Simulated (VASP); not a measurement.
Wanted: the native input for a VASP 6.6.1 run.

```
Task                   : single point
Functional             : r2SCAN
Dispersion             : rVV10
Potentials or basis    : VASP PAW PBE potentials, release 64 (Au_sv_GW)
Cutoff                 : 550 eV
k mesh                 : 11 × 11 × 11
Occupations            : fermi-dirac, width 0.05 eV
Spin                   : no spin polarisation
Dipole correction      : no
Second run             : valence_matched
Further INCAR settings : ALGO = Normal; EDIFF = 1e-06; NBANDS = 16
```

The system is Au.

```
Au
1.0
     0.00000    2.04848    2.04848
     2.04848    0.00000    2.04848
     2.04848    2.04848    0.00000
Au
1
Direct
  0.00000 0.00000 0.00000
```

These files were run (other wordings do the same):

POSCAR

```
Au
1.0
    0.0000000000      2.0484772140      2.0484772140
    2.0484772140      0.0000000000      2.0484772140
    2.0484772140      2.0484772140      0.0000000000
Au
1
Direct
    0.0000000000      0.0000000000      0.0000000000
```

INCAR.step1

```
SYSTEM = Au
PREC = Accurate
ENCUT = 550
ISMEAR = -1
SIGMA = 0.05
LREAL = .False.
LASPH = .True.
NELM = 120
NBANDS = 16
GGA = PE
ALGO = Normal
EDIFF = 1E-5
LWAVE = .True.
LCHARG = .False.
GGA_COMPAT = .False.
```

INCAR.step2

```
SYSTEM = Au
PREC = Accurate
ENCUT = 550
EDIFF = 1E-6
ISMEAR = -1
SIGMA = 0.05
LREAL = .False.
LASPH = .True.
NELM = 120
ALGO = Normal
ISIF = 2
LWAVE = .False.
LCHARG = .False.
METAGGA = R2SCAN
LMIXTAU = .True.
LUSE_VDW = .True.
IVDW_NL = 2
BPARAM = 11.95
CPARAM = 0.0093
NBANDS = 16
ISTART = 1
GGA_COMPAT = .False.
```

KPOINTS

```
regular mesh
0
Gamma
  11 11 11
  0 0 0
```

Potentials or basis: VASP PAW PBE potentials, release 64 (Au_sv_GW).

The run is started by

```sh
$ cat potpaw_PBE.64/Au_sv_GW/POTCAR > POTCAR
$ cp INCAR.step1 INCAR
$ mpirun -np 1 vasp_std > vasp.out
$ cp INCAR.step2 INCAR
$ mpirun -np 1 vasp_std > vasp.out
```

Results of the run:

- Pressure: 0.3 GPa

Caveat: the PAW data sets were made with another functional, which shifts forces and pressure a little.

It took 67 s on 1 thread of AMD EPYC 9R45 96-Core Processor (Zen 5) (shared host), peak memory 0.19 GiB.
